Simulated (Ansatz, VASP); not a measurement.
**Two plane-wave programs on Ir**

```
CELL_PARAMETERS angstrom
3.93076 0.00000 0.00000
-1.96538 3.40414 0.00000
0.00000 0.00000 6.26767
ATOMIC_POSITIONS crystal
Ir 0.33333 0.66667 0.44064
Ir 0.66667 0.33333 0.94064
Ir 0.66667 0.33333 0.55936
Ir 0.33333 0.66667 0.05936
```

Alike in both runs: functional PBEsol; k mesh 15 × 15 × 8; occupations gaussian, width 0.1 eV; no spin polarisation.

Ansatz relaxed the structure, and its values are those at the end. VASP's run is a single point on that final structure, the one shown.

|  | VASP | Ansatz |
| --- | --- | --- |
| version | VASP 6.6.1 | Ansatz 0.2.0 |
| potentials or method | VASP PAW PBE potentials, release 64 (Ir), cutoff 520 eV | scalar-relativistic, plane waves, PAW |
| valence electrons in the cell | 36 | 68 |

|  | VASP | Ansatz | Ansatz less VASP |
| --- | --- | --- | --- |
| gap on the k mesh at the Fermi level (eV) | none | none | - |
| pressure (GPa) | -0.3 | 0.0 | +0.26 |
| rms of the force components (eV/Å) | 0.007 | 0.003 | -0.0034 |

VASP's potentials were made for PBE, not for PBEsol. A gap of «none» marks a metal or a gap that the smearing closes. With one functional, cell and mesh, what is left measures potentials, basis and numerics. VASP's potentials hold 36 valence electrons a cell and Ansatz's 68, so a difference there can come from the potentials and not from the codes.

Spin-orbit coupling is off throughout.
